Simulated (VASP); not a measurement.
Input of a VASP 6.6.1 run:

Contents of INCAR:

```
SYSTEM = B13P10
  PREC = Accurate
  ENCUT = 520
  EDIFF = 1E-6
  ISMEAR = -1
  SIGMA = 0.3447
  LREAL = Auto
  LASPH = .True.
  NELM = 100
  ALGO = Normal
  ISIF = 2
  LWAVE = .False.
  LCHARG = .False.
  GGA = PE
  ISYM = 0
  NBANDS = 62
```

File KPOINTS:

```
Automatic mesh
0
Gamma
  1 1 1
  0.25 0.25 0.25
```

Contents of POSCAR:

```
B13P10
1.0
    6.5660210000      0.0873340000     -0.1704000000
    0.0873340000      6.7396190000      0.1358200000
   -0.1704000000      0.1358200000      7.0462260000
P B
10 13
Direct
    0.8086022291      0.8497578580      0.4468953604
    0.1415872892      0.7853149410      0.1246585050
    0.0235032770      0.8221372311      0.6767461446
    0.8006864770      0.9872383947      0.9199102125
    0.6300273209      0.1566660618      0.3901754316
    0.4623651991      0.5307084748      0.6214466020
    0.2637760319      1.1412819222      0.1653737086
    0.6098296665      0.7448016219      0.1818949632
    0.8815253676      0.5347727096      0.3295652301
    0.8481909631      0.3378118753      0.0627062106
    0.5557275128      1.0554563941      0.7273459410
    0.6570503714      0.2435453430     -0.2325626435
    0.3914434679      0.4226390127      0.8953449884
    0.3360660176      0.6012153581      1.2125943135
    0.1561616769      0.1743343231      0.5945432153
    1.0153440627      0.5611285063      0.8204579522
    0.2768083781      0.9789609116      0.4557992714
    0.4808945063      0.4278048055      0.1142038270
    0.4764498169      0.8754932123      0.5892360763
    0.3900499004      0.2231420479      0.7835664581
    0.5181220735      1.0673513224      0.0738114765
    0.8244872294      0.4588311382      0.8024825174
    0.9583711344      0.3127493192      0.5915061238
```

Potentials or basis: VASP PAW PBE potentials, release 64 (P, B).

Command:

```sh
$ cat potpaw_PBE.64/P/POTCAR potpaw_PBE.64/B/POTCAR > POTCAR
$ mpirun -np 1 vasp_std > vasp.out
```

Question: Predict the pressure.

Answer: -4.0 GPa.

Question: Predict the largest force.

Answer: 6.901 eV/Å.

Forces in eV/Å, atoms in the order of the input:
```
P   -1.595 -0.093 -0.516
P   -1.053  0.062  0.790
P    1.259  0.361  1.215
P   -1.169  0.691  0.559
P    0.309  0.122 -0.049
P    0.148  0.796  1.139
P   -0.407 -1.091  0.661
P   -0.772 -0.359 -0.539
P    0.778 -0.433  0.489
P   -0.912 -0.784  0.011
B   -0.971 -5.111 -0.318
B    3.498  5.590  0.198
B   -0.409  1.571 -1.363
B    2.041 -0.239  0.031
B    2.430 -1.753  0.019
B    4.153  3.038 -0.448
B   -0.381  1.886  0.300
B    0.026  0.067  0.866
B    0.792 -0.926 -0.673
B   -2.384 -0.534 -1.337
B    1.206 -0.429  0.091
B   -4.765 -4.663 -1.783
B   -1.823  2.229  0.656
```

Caveat: the k points lie up to 0.96 Å⁻¹ apart.
